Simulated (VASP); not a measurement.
Runs of VASP 6.6.1 on TaC. The structure is that of space group Fm-3m (No. 225), or close to it. The cells are those of the table. 

```tsv
task	level	potentials or basis	spin	cell	cutoff (eV)	gap on the mesh (eV)	pressure (GPa)
electric field gradients	LDA	VASP PAW LDA potentials, release 64 (Ta_pv, C)	off	a = 3.149 Å, angles 60.0°, 2 atoms	520	none	(a)
single point	PBEsol	VASP PAW PBE potentials, release 64 (Ta_pv, C)	off	a = 3.149 Å, angles 60.0°, 2 atoms	600	none	-2.5
single point	LDA	VASP PAW LDA potentials, release 64 (Ta_pv, C)	off	a = 3.107 Å, angles 60.0°, 2 atoms	600	none	6.9
single point	PBE	VASP PAW PBE potentials, release 64 (Ta_pv, C)	non-collinear, zero start, SOC	a = 3.149 Å, angles 60.0°, 2 atoms	600	-	(b)
single point	LDA	VASP PAW LDA potentials, release 64 (Ta_pv, C)	off	a = 3.149 Å, angles 60.0°, 2 atoms	600	none	-7.7
electric field gradients	PBEsol	VASP PAW PBE potentials, release 64 (Ta_pv, C)	off	a = 3.149 Å, angles 60.0°, 2 atoms	520	none	-2.4
single point	PBE	VASP PAW PBE potentials, release 64 (Ta_pv, C)	off	a = 3.149 Å, angles 60.0°, 2 atoms	600	none	5.4
single point	r2SCAN	VASP PAW PBE potentials, release 64 (Ta_pv, C)	off	a = 3.149 Å, angles 60.0°, 2 atoms	660	none	3.0
electric field gradients	r2SCAN	VASP PAW PBE potentials, release 64 (Ta_pv, C)	off	a = 3.149 Å, angles 60.0°, 2 atoms	580	none	3.0
```

Alike in all rows: k mesh 16 × 16 × 16; smearing fermi-dirac 0.05 eV.

Q: Estimate the missing entries.

A: (a) -7.5; (b) 5.8.

Caveats: spin-orbit coupling is left out, which moves the levels of the heavy elements (some runs); the PAW data sets were made with another functional, which shifts forces and pressure a little (some runs).

A k mesh can miss the band edges, and rows without SOC leave out spin-orbit coupling on Ta.

A gap of «none» marks levels without a gap at the run's occupations.
